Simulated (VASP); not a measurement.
Input of a VASP 6.6.1 run:

INCAR

```
SYSTEM = PbSe
  PREC = Accurate
  ENCUT = 520
  EDIFF = 1E-6
  ISMEAR = -1
  SIGMA = 0.05
  LREAL = .False.
  LASPH = .True.
  NELM = 100
  ALGO = Normal
  ISIF = 2
  LWAVE = .False.
  LCHARG = .False.
  GGA = PE
  NBANDS = 17
```

KPOINTS

```
Automatic mesh
0
Gamma
  3 3 3
  0 0 0
```

File POSCAR:

```
PbSe
1.0
    0.0000000000      3.0606500000      3.0606500000
    3.0606500000      0.0000000000      3.0606500000
    3.0606500000      3.0606500000      0.0000000000
Pb Se
1 1
Direct
    0.0000000000      0.0000000000      0.0000000000
    0.5000000000      0.5000000000      0.5000000000
```

Potentials or basis: VASP PAW PBE potentials, release 64 (Pb_d, Se).

The run is started by

```bash
$ cat potpaw_PBE.64/Pb_d/POTCAR potpaw_PBE.64/Se/POTCAR > POTCAR
$ mpirun -np 1 vasp_std > vasp.out
```

(1) What does it give for the pressure?

## Answers

(1) 1.5 GPa.

Caveat: the k points lie up to 0.59 Å⁻¹ apart.
